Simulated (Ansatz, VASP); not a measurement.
## One calculation of NaNb, two programs

```
Na Nb
1.0
     0.00000    3.54538    3.54538
     3.54538    0.00000    3.54538
     3.54538    3.54538    0.00000
Na Nb
1 1
Cartesian
  0.0000 0.0000 0.0000
  1.7727 1.7727 1.7727
```

Change from the starting cell: species swapped into the BeSe type (F-43m, No. 216).

Alike in both runs: functional PBE; k mesh 14 × 14 × 14; occupations gaussian, width 0.1 eV; collinear spin.

Ansatz relaxed the structure, and its values are those at the end. VASP's run is a single point on that final structure, the one shown.

|  | VASP | Ansatz |
| --- | --- | --- |
| version | VASP 6.6.1 | Ansatz 0.2.0 |
| potentials or method | VASP PAW PBE potentials, release 64 (Na_pv, Nb_sv), cutoff 520 eV | scalar-relativistic, plane waves, PAW |
| valence electrons in the cell | 20 | 22 |

VASP gave:

```
gap on the k mesh at the Fermi level (eV)                     : none
pressure (GPa)                                                : 0.0
net moment per atom (μB)                                      : 2.24
size of the moment on the site where the two differ most (μB) : 2.73
```

Estimate Ansatz's values.

gap on the k mesh at the Fermi level (eV): none; pressure (GPa): 0.0; net moment per atom (μB): 2.25; size of the moment on the site where the two differ most (μB): 2.92.

Site moments also hang on the region over which each program counts them. A gap of «none» marks a metal or a gap that the smearing closes. With one functional, cell and mesh, what is left measures potentials, basis and numerics. VASP's potentials hold 20 valence electrons a cell and Ansatz's 22, so a difference there can come from the potentials and not from the codes.
